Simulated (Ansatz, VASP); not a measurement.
## BP in VASP and in Ansatz

Contents of INCAR:

```
SYSTEM = BP
  PREC = Accurate
  ENCUT = 500
  EDIFF = 1E-7
  ISMEAR = 0
  SIGMA = 0.01
  LREAL = .FALSE.
  LASPH = .TRUE.
  NELM = 120
  ALGO = Normal
  ISIF = 3
  LWAVE = .FALSE.
  LCHARG = .FALSE.
  GGA = PE
  IBRION = 2
  NSW = 80
  EDIFFG = -0.001
  GGA_COMPAT = .FALSE.
  NELMIN = 4
```

Contents of KPOINTS:

```
Automatic mesh
0
G
  12 12 12
  0 0 0
```

File POSCAR:

```
BP
1.0
    0.0000000000      2.2741520094      2.2741520094
    2.2741520094      0.0000000000      2.2741520094
    2.2741520094      2.2741520094      0.0000000000
B P
1 1
Direct
    0.0000000000      0.0000000000      0.0000000000
    0.2500000000      0.2500000000      0.2500000000
```

Input for Ansatz:

```yaml
crystal:
  lattice:
    - [0.0, 2.2741520094, 2.2741520094]
    - [2.2741520094, 0.0, 2.2741520094]
    - [2.2741520094, 2.2741520094, 0.0]
  atoms:
    - { symbol: B, position: [0.0, 0.0, 0.0] }
    - { symbol: P, position: [0.25, 0.25, 0.25] }
basis:
  ecutwfc: 420
kpoints:
  mp_grid: { grid: [12, 12, 12] }
hamiltonian:
  xc: pbe
scf:
  occupations: { method: fixed }
output:
  forces: true
  stress: true
  eigenvalues: true
relax:
  adjacent_minimum: "off"
  f_tol: 0.001
  max_steps: 60
  cell: { stress_tol: 0.01 }
```

Alike in both runs: task relaxation of cell and atoms; functional PBE; k mesh 12 × 12 × 12; no spin polarisation.

```csv
,VASP,Ansatz
version,VASP 6.6.1,Ansatz 0.2.0
potentials or method,"VASP PAW PBE potentials, release 64 (B, P), cutoff 500 eV","scalar-relativistic, plane waves, PAW"
occupations,"gaussian, width 0.01 eV",fixed
valence electrons in the cell,8,8
```

Ansatz gave:

```
gap on the k mesh at the Fermi level, each at its own relaxed structure (eV) : 1.25
relaxed volume (Å³/atom)                                                     : 11.76
relaxed cell length with the largest relative difference (Å)                 : 3.216
```

Problem. What did VASP give for the same quantities?

Solution. gap on the k mesh at the Fermi level, each at its own relaxed structure (eV): 1.24; relaxed volume (Å³/atom): 11.75; relaxed cell length with the largest relative difference (Å): 3.215.
